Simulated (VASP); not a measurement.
The system is Cd.

```xyz
2
Lattice="3.0373 0.0000 0.0000 -1.5186 2.6304 0.0000 0.0000 0.0000 5.7278" Properties=species:S:1:pos:R:3 pbc="T T T"
Cd    1.5186    0.8768    4.2959
Cd    0.0000    1.7536    1.4320
```

Base run:

```yaml
Program: VASP 6.6.1
Functional: PBEsol
Potentials_or_basis: VASP PAW PBE potentials, release 64 (Cd)
Cutoff: 520 eV
k_mesh: 10 × 10 × 5
Occupations: fermi-dirac, width 0.05 eV
Spin: no spin polarisation
```

Its results: band gap on the k mesh zero (band 12 reaches 3.34 eV, above the bottom of band 13 at -0.42 eV); pressure -3.9 GPa.

The run is repeated on the same cell with these changes: functional from PBEsol to PBE; further incar settings from ALGO = Normal; EDIFF = 1e-07; NBANDS = 19 to ALGO = Normal; EDIFF = 1e-06; NBANDS = 19. What comes out?

Band gap on the k mesh zero (band 12 reaches 3.54 eV, above the bottom of band 13 at -0.21 eV); pressure 0.0 GPa.

Caveats: the PAW data sets were made with another functional, which shifts forces and pressure a little (some runs).
